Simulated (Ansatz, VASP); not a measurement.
## One calculation of Al3Cu, two programs

```
Al Cu
1.0
     2.77841    0.00000    0.00000
     0.00000    2.77841    0.00000
     0.00000    0.00000    7.51340
Al Cu
3 1
Cartesian
  0.0000 0.0000 3.7567
  1.3892 1.3892 1.6989
  1.3892 1.3892 5.8145
  0.0000 0.0000 0.0000
```

Alike in both runs: task single point; functional r2SCAN; k mesh 4 × 4 × 1; occupations gaussian, width 0.1 eV; no spin polarisation.

|  | VASP | Ansatz |
| --- | --- | --- |
| version | VASP 6.6.1 | Ansatz 0.2.0 |
| potentials or method | VASP PAW PBE potentials, release 64 (Al, Cu), cutoff 520 eV | scalar-relativistic, plane waves, PAW |
| valence electrons in the cell | 20 | 28 |

|  | VASP | Ansatz | Ansatz less VASP |
| --- | --- | --- | --- |
| gap on the k mesh at the Fermi level (eV) | none | none | - |
| pressure (GPa) | 0.9 | 1.1 | +0.20 |
| traceless stress, the component that is largest in VASP (GPa) | -12.25 | -12.28 | -0.029 |
| rms of the force components (eV/Å) | 0.158 | 0.149 | -0.0080 |

VASP's potentials were made for PBE, not for r2SCAN. Atom by atom the forces differ by 0.008 eV/Å (rms over components). A gap of «none» marks a metal or a gap that the smearing closes. VASP's potentials hold 20 valence electrons a cell and Ansatz's 28, so a difference there can come from the potentials and not from the codes.

The k mesh is coarse, so the values compare programs but aren't converged.
